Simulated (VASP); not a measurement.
Write the native input for VASP 6.6.1 that does the following.

```
Task                   : single point
Functional             : LDA
Potentials or basis    : VASP PAW LDA potentials, release 64 (Ti_sv, Cd)
Cutoff                 : 520 eV
k mesh                 : 8 × 8 × 3
Occupations            : methfessel-paxton, width 0.1 eV
Spin                   : no spin polarisation
Dipole correction      : no
Further INCAR settings : ALGO = Normal; EDIFF = 1e-06; NBANDS = 32
```

The structure of TiCd lies in POSCAR:

```
TiCd
1.0
    2.9040000000      0.0000000000      0.0000000000
    0.0000000000      2.9040000000      0.0000000000
    0.0000000000      0.0000000000      8.9540000000
Ti Cd
2 2
Direct
    0.0000000000      0.5000000000      0.6080000000
    0.5000000000      0.0000000000      0.3920000000
    0.0000000000      0.5000000000      0.1300000000
    0.5000000000      0.0000000000      0.8700000000
```

The input as run:

INCAR

```
SYSTEM = TiCd
  PREC = Accurate
  ENCUT = 520
  EDIFF = 1E-6
  ISMEAR = 1
  SIGMA = 0.1
  LREAL = .False.
  LASPH = .True.
  NELM = 80
  ALGO = Normal
  ISIF = 2
  LWAVE = .False.
  LCHARG = .False.
  GGA = CA
  NBANDS = 32
```

KPOINTS

```
regular mesh
0
Gamma
  8 8 3
  0 0 0
```

Potentials or basis: VASP PAW LDA potentials, release 64 (Ti_sv, Cd).

The run is started by

```bash
$ cat potpaw_LDA.64/Ti_sv/POTCAR potpaw_LDA.64/Cd/POTCAR > POTCAR
$ mpirun -np 1 vasp_std > vasp.out
```

Results of the run:

```
Pressure               : -6.5 GPa
Largest force          : 0.237 eV/Å
Band gap on the k mesh : zero (band 24 reaches 6.08 eV, above the bottom of band 25 at 5.19 eV)
```

Run time: 60 s on 1 thread of Intel Xeon 6975P-C (shared host), peak memory 0.2 GiB.
